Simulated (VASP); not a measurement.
# ScTe2 (Fm-3m) in VASP: a series of runs

ScTe2 is run at these levels: PBE, r2SCAN; tasks: single point.

All numbers are computed with VASP 6.6.1; they aren't measurements. Logs are shortened: lines on timing, memory, paths and dates and some standing lists are left out, and cuts for length are marked.

## (1) The cell of the first run

It takes space group Fm-3m (No. 225, cubic). The conventional cell has a = 7.219 Å, b = 7.219 Å, c = 7.219 Å, α = 90.00°, β = 90.00°, γ = 90.00°. Sc (site symmetry m-3m) has 8 Te at 3.13 Å within 4.1 Å. Te (site symmetry -43m) has 4 Sc at 3.13 Å and 6 Te at 3.61 Å within 4.1 Å.

## (2) Single point, PBE (31.35 Å³/atom)

INCAR reads:

```
ALGO = Normal
EDIFF = 1E-7
ENCUT = 520
GGA = PE
ISIF = 2
ISMEAR = 0
LASPH = True
LCHARG = False
LREAL = False
LWAVE = False
NBANDS = 18
NELM = 60
PREC = Accurate
SIGMA = 0.05
```

KPOINTS reads:

```
k-points
0
Gamma
  8 8 8
```

POSCAR reads:

```
ScTe2
1.0
    0.0000000000      3.6096559367      3.6096559367
    3.6096559367      0.0000000000      3.6096559367
    3.6096559367      3.6096559367      0.0000000000
Sc Te
1 2
Direct
    0.0000000000      0.0000000000      0.0000000000
    0.2500000000      0.2500000000      0.2500000000
    0.7500000000      0.7500000000      0.7500000000
```

Potentials or basis: VASP PAW PBE potentials, release 64 (Sc_sv, Te).

The run is started by

```console
$ cat potpaw_PBE.64/Sc_sv/POTCAR potpaw_PBE.64/Te/POTCAR > POTCAR
$ mpirun -np 1 vasp_std > vasp.out
```

OUTCAR:

```text
EDIFF = 1E-7
   ENCUT = 520
   GGA = PE
   ISIF = 2
   ISMEAR = 0
   LASPH = True
   LREAL = False
   NELM = 60
   PREC = Accurate

 ion  position               nearest neighbor table
   1  0.000  0.000  0.000-   2 3.13   3 3.13   3 3.13   3 3.13   3 3.13   2 3.13   2 3.13   2 3.13

   2  0.250  0.250  0.250-   1 3.13   1 3.13   1 3.13   1 3.13   3 3.61   3 3.61   3 3.61   3 3.61
                             3 3.61   3 3.61
   3  0.750  0.750  0.750-   1 3.13   1 3.13   1 3.13   1 3.13   2 3.61   2 3.61   2 3.61   2 3.61
                             2 3.61   2 3.61

  LATTYP: Found a face centered cubic cell.
 ALAT       =     7.2193118734

  Lattice vectors:

 A1 = (   0.0000000000,   3.6096559367,   3.6096559367)
 A2 = (   3.6096559367,   0.0000000000,   3.6096559367)
 A3 = (   3.6096559367,   3.6096559367,   0.0000000000)

Analysis of symmetry for initial positions (statically):
=====================================================================
 Subroutine PRICEL returns:
 Original cell was already a primitive cell.

 Routine SETGRP: Setting up the symmetry group for a
 face centered cubic supercell.

 Subroutine GETGRP returns: Found 48 space group operations
 (whereof 48 operations were pure point group operations)
 out of a pool of 48 trial point group operations.

The static configuration has the point symmetry O_h .

Analysis of symmetry for dynamics (positions and initial velocities):
=====================================================================
 Subroutine PRICEL returns:
 Original cell was already a primitive cell.

 Routine SETGRP: Setting up the symmetry group for a
 face centered cubic supercell.

 Subroutine GETGRP returns: Found 48 space group operations
 (whereof 48 operations were pure point group operations)
 out of a pool of 48 trial point group operations.

The dynamic configuration has the point symmetry O_h .

 Subroutine INISYM returns: Found 48 space group operations
 (whereof 48 operations are pure point group operations),
 and found     1 'primitive' translations

----------------------------------------------------------------------------------------

                                     Primitive cell

  volume of cell :      94.0649

  direct lattice vectors                    reciprocal lattice vectors
     0.000000000  3.609655937  3.609655937    -0.138517357  0.138517357  0.138517357
     3.609655937  0.000000000  3.609655937     0.138517357 -0.138517357  0.138517357
     3.609655937  3.609655937  0.000000000     0.138517357  0.138517357 -0.138517357

  length of vectors
     5.104824381  5.104824381  5.104824381     0.239919100  0.239919100  0.239919100

  position of ions in fractional coordinates (direct lattice)
     0.000000000  0.000000000  0.000000000
     0.250000000  0.250000000  0.250000000
     0.750000000  0.750000000  0.750000000

  ion indices of the primitive-cell ions
   primitive index   ion index
                 1           1
                 2           2
                 3           3

----------------------------------------------------------------------------------------

 KPOINTS: k-points

Automatic generation of k-mesh.
 Grid dimensions read from file:
 generate k-points for:    8    8    8

 Generating k-lattice:

  Cartesian coordinates                     Fractional coordinates (reciprocal lattice)
    -0.017314670  0.017314670  0.017314670     0.125000000  0.000000000  0.000000000
     0.017314670 -0.017314670  0.017314670     0.000000000  0.125000000  0.000000000
     0.017314670  0.017314670 -0.017314670     0.000000000  0.000000000  0.125000000

  Length of vectors
     0.029989888  0.029989888  0.029989888

  Shift w.r.t. Gamma in fractional coordinates (k-lattice)
     0.000000000  0.000000000  0.000000000

 Subroutine IBZKPT returns following result:
 ===========================================

 Found     29 irreducible k-points:

 Following reciprocal coordinates:
            Coordinates               Weight
  0.000000  0.000000  0.000000      1.000000
  0.125000  0.000000  0.000000      8.000000
  0.250000  0.000000  0.000000      8.000000
  0.375000  0.000000  0.000000      8.000000
  0.500000  0.000000  0.000000      4.000000
  0.125000  0.125000  0.000000      6.000000
[... 16 lines left out ...]
  0.500000  0.250000  0.125000     48.000000
 -0.375000  0.250000  0.125000     24.000000
 [... further k-points ...]
   k-points           NKPTS =     29   k-points in BZ     NKDIM =     29   number of bands    NBANDS=     18
   number of dos      NEDOS =    301   number of ions     NIONS =      3
   total plane-waves  NPLWV =  64000
   dimension x,y,z NGX =    40 NGY =   40 NGZ =   40
   dimension x,y,z NGXF=    80 NGYF=   80 NGZF=   80
   ions per type =               1   2
   NGX,Y,Z   is equivalent  to a cutoff of  13.03, 13.03, 13.03 a.u.
   NGXF,Y,Z  is equivalent  to a cutoff of  26.05, 26.05, 26.05 a.u.
 SYSTEM =  unknown system
   PREC   = accura    normal or accurate (medium, high low for compatibility)
   ISTART =      0    job   : 0-new  1-cont  2-samecut
   ICHARG =      2    charge: 1-file 2-atom 10-const
   ISPIN  =      1    spin polarized calculation?
   LNONCOLLINEAR =      F non collinear calculations
   LSORBIT =      F    spin-orbit coupling
   LASPH  =      T    aspherical Exc in radial PAW
   ENCUT  =  520.0 eV  38.22 Ry    6.18 a.u.   9.49  9.49  9.49*2*pi/ulx,y,z
   NELM   =     60;   NELMIN=  2; NELMDL= -5     # of ELM steps
   EDIFF  = 0.1E-06   stopping-criterion for ELM
   LREAL  =      F    real-space projection
   EDIFFG = 0.1E-05   stopping-criterion for IOM
   NSW    =      0    number of steps for IOM
   IBRION =     -1    ionic relax: 0-MD 1-quasi-New 2-CG
   NFREE  =      0    steps in history (QN), initial steepest desc. (CG)
   ISIF   =      2    stress and relaxation
   ISYM   =      2    0-nonsym 1-usesym 2-fastsym
   POTIM  = 0.5000    time-step for ionic-motion
   TEBEG  =    0.0;   TEEND  =   0.0 temperature during run
   PSTRESS=    0.0 pullay stress
   NELECT =      23.0000    total number of electrons
   NUPDOWN=      -1.0000    fix difference up-down
   EMIN   =  10.00;   EMAX   =-10.00  energy-range for DOS
   EFERMI =   0.00;   METHOD = LEGACY
   ISMEAR =     0;   SIGMA  =   0.05  broadening in eV -4-tet -1-fermi 0-gaus
   EFERMI_NEDOS =   21; number of points for ismear=-14 and -15
   IALGO  =     38    algorithm
   IMIX   =      4    mixing-type and parameters
     AMIX     =   0.40;   BMIX     =  1.00
     AMIX_MAG =   1.60;   BMIX_MAG =  1.00
  volume/ion in A,a.u.               =      31.35       211.59
  Fermi-wavevector in a.u.,A,eV,Ry     =   1.023705  1.934523 14.258533  1.047973
  Thomas-Fermi vector in A             =   2.157453
   LORBIT       =      0    0 simple, 1 ext, 2 COOP (PROOUT), +10 PAW based schemes
   GGA     = PE    functional components
   LHFCALC =     F    Hartree Fock is set to
   AEXX    =    0.0000 exact exchange contribution
   IVDW    =     0    specifies the selected vdW correction
   LEPSILON=     F    determine dielectric tensor
   LRPA    =     F    only Hartree local field effects (RPA)
 non-spin polarized calculation
 Gauss-broadening in eV      SIGMA  =   0.05
  energy-cutoff  :      520.00
  volume of cell :       94.06
 maximum number of plane-waves:      2637
 NGX is ok and might be reduce to    40
   NGX = 19   NGY = 19   NGZ = 19

 number of electron      22.9999998 magnetization

 Free energy of the ion-electron system (eV)
  ---------------------------------------------------
  ext. energy  EPLUGINS =         0.00000000
  ---------------------------------------------------
  free energy    TOTEN  =       -14.84010542 eV

  energy without entropy =      -14.83752706  energy(sigma->0) =      -14.83881624

 E-fermi :   4.9141     XC(G=0):  -9.0963

 val. band max:        4.8759098381   @ k =   0.2500   0.2500   0.0000
 cond. band min:       4.9148317341   @ k =   0.3750   0.2500   0.1250
 fundamental gap:      0.0389218959
 Fermi energy:         4.9140608731

 k-point     1 :       0.0000    0.0000    0.0000
  band No.  band energies     occupation
      1     -45.1525      2.00000
      2     -23.7544      2.00000
      3     -23.7544      2.00000
      4     -23.7544      2.00000
      5      -6.9922      2.00000
      6      -4.1756      2.00000
[... 10 lines left out ...]
     17       8.1540      0.00000
     18       8.6245      0.00000

 k-point     2 :       0.1250    0.0000    0.0000
  band No.  band energies     occupation
      1     -45.1525      2.00000
      2     -23.7551      2.00000
      3     -23.7545      2.00000
      4     -23.7545      2.00000
      5      -6.8999      2.00000
      6      -4.3250      2.00000
[... 10 lines left out ...]
     17       7.9642      0.00000
     18       9.0964      0.00000

 k-point     3 :       0.2500    0.0000    0.0000
  band No.  band energies     occupation
      1     -45.1524      2.00000
      2     -23.7569      2.00000
      3     -23.7548      2.00000
      4     -23.7548      2.00000
      5      -6.6349      2.00000
      6      -4.7069      2.00000
[... 10 lines left out ...]
     17       7.9496      0.00000
     18       9.6120      0.00000

 k-point     4 :       0.3750    0.0000    0.0000
  band No.  band energies     occupation
      1     -45.1524      2.00000
      2     -23.7586      2.00000
      3     -23.7550      2.00000
      4     -23.7550      2.00000
      5      -6.2318      2.00000
      6      -5.2031      2.00000
[... 10 lines left out ...]
     17       8.0709      0.00000
     18      10.1453      0.00000

 k-point     5 :       0.5000    0.0000    0.0000
  band No.  band energies     occupation
      1     -45.1524      2.00000
      2     -23.7593      2.00000
      3     -23.7551      2.00000
      4     -23.7551      2.00000
      5      -5.7964      2.00000
      6      -5.6713      2.00000
[... 10 lines left out ...]
     17       8.1262      0.00000
     18      10.9953      0.00000

 k-point     6 :       0.1250    0.1250    0.0000
  band No.  band energies     occupation
      1     -45.1525      2.00000
      2     -23.7552      2.00000
      3     -23.7546      2.00000
      4     -23.7546      2.00000
      5      -6.8706      2.00000
      6      -4.3622      2.00000
[... 10 lines left out ...]
     17       8.1324      0.00000
     18       8.4763      0.00000

 k-point     7 :       0.2500    0.1250    0.0000
  band No.  band energies     occupation
      1     -45.1524      2.00000
      2     -23.7564      2.00000
      3     -23.7549      2.00000
      4     -23.7549      2.00000
      5      -6.6679      2.00000
      6      -4.6359      2.00000
[... 10 lines left out ...]
     17       8.0496      0.00000
     18       8.8356      0.00000

 k-point     8 :       0.3750    0.1250    0.0000
  band No.  band energies     occupation
      1     -45.1524      2.00000
      2     -23.7581      2.00000
      3     -23.7553      2.00000
      4     -23.7552      2.00000
      5      -6.3210      2.00000
      6      -5.0563      2.00000
[... 10 lines left out ...]
     17       8.0039      0.00000
     18       9.3800      0.00000
[... 229 lines left out ...]
     17       8.0025      0.00000
     18       8.9297      0.00000

 k-point    20 :      -0.3750    0.3750    0.0000
  band No.  band energies     occupation
      1     -45.1523      2.00000
      2     -23.7586      2.00000
      3     -23.7572      2.00000
      4     -23.7557      2.00000
      5      -5.7574      2.00000
      6      -5.4586      2.00000
[... 10 lines left out ...]
     17       7.9320      0.00000
     18       9.2195      0.00000

 k-point    21 :       0.5000    0.5000    0.0000
  band No.  band energies     occupation
      1     -45.1523      2.00000
      2     -23.7596      2.00000
      3     -23.7560      2.00000
      4     -23.7560      2.00000
      5      -5.9494      2.00000
      6      -5.1685      2.00000
[... 10 lines left out ...]
     17       8.1118      0.00000
     18       8.8729      0.00000

 k-point    22 :       0.3750    0.2500    0.1250
  band No.  band energies     occupation
      1     -45.1524      2.00000
      2     -23.7574      2.00000
      3     -23.7556      2.00000
      4     -23.7551      2.00000
      5      -6.4309      2.00000
      6      -4.8976      2.00000
[... 10 lines left out ...]
     17       8.0015      0.00000
     18       9.0288      0.00000

 k-point    23 :       0.5000    0.2500    0.1250
  band No.  band energies     occupation
      1     -45.1524      2.00000
      2     -23.7583      2.00000
      3     -23.7562      2.00000
      4     -23.7553      2.00000
      5      -6.0803      2.00000
      6      -5.2592      2.00000
[... 10 lines left out ...]
     17       7.9868      0.00000
     18       9.4198      0.00000

 k-point    24 :      -0.3750    0.2500    0.1250
  band No.  band energies     occupation
      1     -45.1523      2.00000
      2     -23.7587      2.00000
      3     -23.7565      2.00000
      4     -23.7555      2.00000
      5      -5.7028      2.00000
      6      -5.6374      2.00000
[... 10 lines left out ...]
     17       8.0210      0.00000
     18       9.8423      0.00000

 [... further k-points ...]

------------------------ aborting loop because EDIFF is reached ----------------------------------------

  FORCE on cell =-STRESS in cart. coord.  units (eV):
  Direction    XX          YY          ZZ          XY          YZ          ZX
  --------------------------------------------------------------------------------------
  -------------------------------------------------------------------------------------
  Total       -1.1049921     -1.1049921     -1.1049921      0.0000000      0.0000000      0.0000000
  in kB      -18.8209847    -18.8209847    -18.8209847      0.0000000      0.0000000      0.0000000
  external PRESSURE =     -18.8209847 kB  Pullay stress =       0.0000000 kB

 VOLUME and BASIS-vectors are now :
 -----------------------------------------------------------------------------
  energy-cutoff  :      520.00
  volume of cell :       94.06
      direct lattice vectors                 reciprocal lattice vectors
     0.000000000  3.609655937  3.609655937    -0.138517357  0.138517357  0.138517357
     3.609655937  0.000000000  3.609655937     0.138517357 -0.138517357  0.138517357
     3.609655937  3.609655937  0.000000000     0.138517357  0.138517357 -0.138517357

 POSITION                                       TOTAL-FORCE (eV/Angst)
 -----------------------------------------------------------------------------------
      0.00000      0.00000      0.00000        -0.000000      0.000000     -0.000000
      1.80483      1.80483      1.80483         0.000000      0.000000      0.000000
      5.41448      5.41448      5.41448        -0.000000     -0.000000     -0.000000
 -----------------------------------------------------------------------------------
    total drift:                               -0.000000      0.000000      0.000000

  FREE ENERGIE OF THE ION-ELECTRON SYSTEM (eV)
  ---------------------------------------------------
  free  energy   TOTEN  =       -14.8401054216 eV

  energy  without entropy=      -14.8375270622  energy(sigma->0) =      -14.83881624
```

It took 2.4 min on 1 thread of Intel Xeon 8259CL, shared host; peak memory 0.26 GiB.

What came out:

```
Free energy            : -14.8401 eV
Pressure               : -1.9 GPa
Band gap on the k mesh : zero (an odd number of electrons rules out a gap without spin polarisation)
```

Caveat: spin-orbit coupling is left out, which moves the levels of the heavy elements.

## (3) Single point, PBE (32.26 Å³/atom)

This run uses another cell than the first one, of 32.26 Å³/atom.

INCAR reads:

```
  PREC = Accurate
  ENCUT = 520
  EDIFF = 1E-6
  ISMEAR = 0
  SIGMA = 0.05
  LREAL = F
  LASPH = T
  NELM = 100
  ALGO = Normal
  ISIF = 2
  LWAVE = F
  LCHARG = F
  GGA = PE
  NBANDS = 18
```

KPOINTS reads:

```
regular mesh
0
Gamma
  8 8 8
```

POSCAR reads:

```
ScTe2
1.0
    0.0000000000      3.6440356815      3.6440356815
    3.6440356815      0.0000000000      3.6440356815
    3.6440356815      3.6440356815      0.0000000000
Sc Te
1 2
Direct
    0.0000000000      0.0000000000      0.0000000000
    0.2500000000      0.2500000000      0.2500000000
    0.7500000000      0.7500000000      0.7500000000
```

Potentials or basis: VASP PAW PBE potentials, release 64 (Sc_sv, Te).

The run is started by

```console
$ cat potpaw_PBE.64/Sc_sv/POTCAR potpaw_PBE.64/Te/POTCAR > POTCAR
$ mpirun -np 1 vasp_std > vasp.out
```

Run time: 2.6 min. Hardware: 1 thread of Intel Xeon 8259CL, shared host; peak memory 0.26 GiB.

It converged, with:

- Free energy: -14.7983 eV
- Pressure: -3.1 GPa
- Band gap on the k mesh: zero (an odd number of electrons rules out a gap without spin polarisation)

Levels at points of the mesh, in eV from the Fermi level:
```csv
k point,band 7,band 8,band 9,band 10,band 11,band 12,band 13,band 14,band 15,band 16
"(0.00, 0.00, 0.00)",-3.10,-3.10,-3.10,0.12,0.12,0.12,1.15,1.15,3.13,3.13
"(0.50, 0.00, 0.00)",-2.41,-2.35,-2.35,-1.79,-1.79,-1.79,1.34,1.34,1.95,3.11
"(0.50, 0.50, 0.00)",-4.69,-3.38,-3.38,-0.28,-0.28,0.79,1.58,1.59,1.99,3.09
```

Caveat: the cell stands under tension; spin-orbit coupling is left out, which moves the levels of the heavy elements.

## (4) Single point, PBE (33.16 Å³/atom)

This run uses another cell than the first one, of 33.16 Å³/atom.

INCAR reads:

```
SYSTEM = ScTe2
PREC     = Accurate       ! precision mode
ENCUT    = 520            ! plane-wave cutoff, eV
EDIFF    = 1E-6           ! SCF threshold, eV
ISMEAR   = 0              ! smearing method
SIGMA    = 0.05           ! smearing width, eV
LREAL    = .False.        ! projectors in reciprocal space
LASPH    = .True.         ! aspherical terms in the spheres
NELM     = 80             ! most SCF steps
ALGO     = Normal         ! electronic algorithm
ISIF     = 2              ! what is computed and relaxed
LWAVE    = .False.        ! write WAVECAR
LCHARG   = .False.        ! write CHGCAR
GGA      = PE             ! functional
NBANDS   = 18             ! bands
```

KPOINTS reads:

```
Automatic mesh
0
Gamma
  8 8 8
  0 0 0
```

POSCAR reads:

```
ScTe2
1.0
    0.0000000000      3.6777786724      3.6777786724
    3.6777786724      0.0000000000      3.6777786724
    3.6777786724      3.6777786724      0.0000000000
Sc Te
1 2
Direct
    0.0000000000      0.0000000000      0.0000000000
    0.2500000000      0.2500000000      0.2500000000
    0.7500000000      0.7500000000      0.7500000000
```

The run is started by

```console
$ cat potpaw_PBE.64/Sc_sv/POTCAR potpaw_PBE.64/Te/POTCAR > POTCAR
$ mpirun -np 1 vasp_std > vasp.out
```

It took 3 min on 1 thread of Intel Xeon 8259CL, shared host; peak memory 0.26 GiB.

It converged, with:

- Free energy: -14.7379 eV
- Pressure: -4.1 GPa
- Band gap on the k mesh: zero (an odd number of electrons rules out a gap without spin polarisation)

Levels at points of the mesh, in eV from the Fermi level:
```csv
k point,band 8,band 9,band 10,band 11,band 12,band 13,band 14,band 15
"(0.00, 0.00, 0.00)",-2.98,-2.98,0.11,0.11,0.11,1.16,1.16,3.03
"(0.50, 0.00, 0.00)",-2.25,-2.25,-1.73,-1.73,-1.73,1.33,1.33,1.88
"(0.50, 0.50, 0.00)",-3.27,-3.27,-0.26,-0.26,0.83,1.53,1.56,1.92
```

Caveat: the cell stands under tension; spin-orbit coupling is left out, which moves the levels of the heavy elements.

(Continued in part 2 of 2.)

The gap in the log of VASP goes by the Fermi energy; the results here count the filled bands.